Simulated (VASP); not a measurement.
Runs of VASP 6.6.1 on Cr. The structure is that of space group I4/mmm (No. 139), or close to it. The cells are those of the table. 

```tsv
cell	gap on the mesh (eV)	pressure (GPa)
a = 2.571 Å, angles 105.4, 105.4, 117.9°, 1 atom	none	-19.1
a = 2.502 Å, angles 106.3, 106.3, 115.9°, 1 atom	none	-6.1
a = 2.566 Å, angles 111.6, 111.6, 105.3°, 1 atom	none	(d)
a = 2.502 Å, angles 112.8, 112.8, 103.0°, 1 atom	none	(c)
a = 2.438 Å, angles 114.1, 114.1, 100.6°, 1 atom	none	18.7
a = 2.632 Å, angles 107.5, 107.5, 113.6°, 1 atom	none	(b)
a = 2.366 Å, angles 111.8, 111.8, 104.9°, 1 atom	none	44.5
a = 2.433 Å, angles 107.3, 107.3, 113.9°, 1 atom	none	(a)
a = 2.466 Å, angles 111.7, 111.7, 105.1°, 1 atom	none	2.0
a = 2.601 Å, angles 106.5, 106.5, 115.7°, 1 atom	none	-26.5
a = 2.402 Å, angles 112.9, 112.9, 102.7°, 1 atom	none	30.2
a = 2.533 Å, angles 107.4, 107.4, 113.7°, 1 atom	none	-15.9
```

Alike in all rows: task single point; level PBE; potentials or basis VASP PAW PBE potentials, release 64 (Cr_pv); no spin polarisation; k mesh 24 × 24 × 24; cutoff (eV) 520; smearing gaussian 0.15 eV.

Estimate the missing entries.

(a) 13.9; (b) -32.1; (c) -6.3; (d) -22.6.

Caveats: the run has no spin polarisation, though such a crystal can be magnetic.

A gap of «none» marks levels without a gap at the run's occupations.
